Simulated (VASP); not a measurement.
Write the native input for VASP 6.6.1 that does the following.

- Task: relaxation of cell and atoms
- Functional: PBE
- Potentials or basis: VASP PAW PBE potentials, release 64 (Sr_sv)
- Cutoff: 600 eV
- k mesh: 12 × 12 × 12
- Occupations: fermi-dirac, width 0.15 eV
- Spin: no spin polarisation
- Dipole correction: no
- Further INCAR settings: ALGO = Normal; EDIFF = 1e-06; IBRION = 2; EDIFFG = -0.001; NSW = 80; ISIF = 3

The structure of Sr lies in POSCAR:

```
Sr
1.0
    0.0000000000      3.0131734117      3.0131734117
    3.0131734117      0.0000000000      3.0131734117
    3.0131734117      3.0131734117      0.0000000000
Sr
1
Direct
    0.0000000000      0.0000000000      0.0000000000
```

These files were run (other wordings do the same):

INCAR

```
SYSTEM = Sr
ALGO = Normal ; EDIFF = 1E-6
EDIFFG = -0.001 ; ENCUT = 600
GGA = PE ; IBRION = 2
ISIF = 3 ; ISMEAR = -1
LASPH = .TRUE. ; LCHARG = .FALSE.
LREAL = .FALSE. ; LWAVE = .FALSE.
NELM = 60 ; NSW = 80
PREC = Accurate ; SIGMA = 0.15
```

KPOINTS

```
k-points
0
G
  12 12 12
  0 0 0
```

Potentials or basis: VASP PAW PBE potentials, release 64 (Sr_sv).

Run with:

```console
$ cat potpaw_PBE.64/Sr_sv/POTCAR > POTCAR
$ mpirun -np 1 vasp_std > vasp.out
```

Results of the run:

```json
{
  "Relaxed volume": "55.32 Å³/atom",
  "Relaxed cell": "a = 4.277 Å, b = 4.277 Å, c = 4.277 Å, α = 60.00°, β = 60.00°, γ = 60.00°",
  "Space group after relaxing (to 0.1 Å)": "Fm-3m (No. 225)",
  "Energy gained by relaxing": "0.2 meV/atom",
  "Ionic steps": "8",
  "Pressure after relaxing": "0.0 GPa",
  "Band gap on the k mesh": "zero (bands 5 and 6 overlap by 0.06 eV)"
}
```

It took 120 s on 1 thread of AMD EPYC 9R45 96-Core Processor (Zen 5), on a shared host, peak memory 0.2 GiB.
